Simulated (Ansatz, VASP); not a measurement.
# Pt2Se in VASP and in Ansatz

```xyz
6
Lattice="3.8093 0.0000 0.0000 0.0000 3.8093 0.0000 0.0000 0.0000 7.2752" Properties=species:S:1:pos:R:3 pbc="T T T"
Pt    0.0000    0.0000    0.0000
Pt    1.9047    1.9047    0.0000
Pt    1.9047    0.0000    5.1988
Pt    0.0000    1.9047    2.0763
Se    1.9047    0.0000    2.6956
Se    0.0000    1.9047    4.5796
```

Alike in both runs: functional PBE; k mesh 4 × 4 × 2; occupations gaussian, width 0.1 eV; no spin polarisation.

Ansatz relaxed the structure, and its values are those at the end. VASP's run is a single point on that final structure, the one shown.

|  | VASP | Ansatz |
| --- | --- | --- |
| version | VASP 6.6.1 | Ansatz 0.2.0 |
| potentials or method | VASP PAW PBE potentials, release 64 (Pt, Se), cutoff 520 eV | scalar-relativistic, plane waves, PAW |
| valence electrons in the cell | 52 | 104 |

```tsv
	VASP	Ansatz	Ansatz less VASP
gap on the k mesh at the Fermi level (eV)	none	none	-
pressure (GPa)	-0.3	0.0	+0.23
rms of the force components (eV/Å)	0.010	0.003	-0.0069
```

A gap of «none» marks a metal or a gap that the smearing closes. The functional is the same, so the differences come from potentials, cutoffs and numerics. VASP's potentials hold 52 valence electrons a cell and Ansatz's 104, so a difference there can come from the potentials and not from the codes.

The k mesh is coarse, so the values compare programs but aren't converged. Neither program's run includes spin-orbit coupling.
